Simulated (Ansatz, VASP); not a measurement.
**F: VASP beside Ansatz**

```
CELL_PARAMETERS angstrom
2.73154 -1.62899 0.00000
2.73154 1.62899 0.00000
-1.52570 0.00000 7.07223
ATOMIC_POSITIONS crystal
F 0.49500 0.49500 0.40000
F 0.50500 0.50500 0.60000
F 0.94960 0.94960 0.90040
F 0.05040 0.05040 0.09960
```

Alike in both runs: task single point; functional PBE; k mesh 9 × 9 × 4; occupations fermi-dirac, width 0.05 eV; no spin polarisation.

|  | VASP | Ansatz |
| --- | --- | --- |
| version | VASP 6.6.1 | Ansatz 0.2.0 |
| potentials or method | VASP PAW PBE potentials, release 64 (F) | Ansatz PAW |
| plane-wave cutoff (eV) | 520 | 420 |
| valence electrons in the cell | 28 | 28 |

|  | VASP | Ansatz | Ansatz less VASP |
| --- | --- | --- | --- |
| gap on the k mesh at the Fermi level (eV) | 2.36 | 2.42 | +0.063 |
| least direct gap on the mesh (eV) | 2.36 | 2.42 | +0.063 |
| pressure (GPa) | -0.1 | -0.4 | -0.29 |
| traceless stress, the component that is largest in VASP (GPa) | -1.00 | -2.65 | -1.649 |
| rms of the force components (eV/Å) | 0.128 | 0.320 | +0.1919 |

Atom by atom the forces differ by 0.200 eV/Å (rms over components). One of these differences is far larger than is usual between the two programs; its cause wasn't traced. The functional is the same, so the differences come from potentials, cutoffs and numerics.

Noted on Ansatz's run: odd divisions of the mesh miss points on the zone boundary, where band edges often lie, so the gap on the mesh can be too wide.
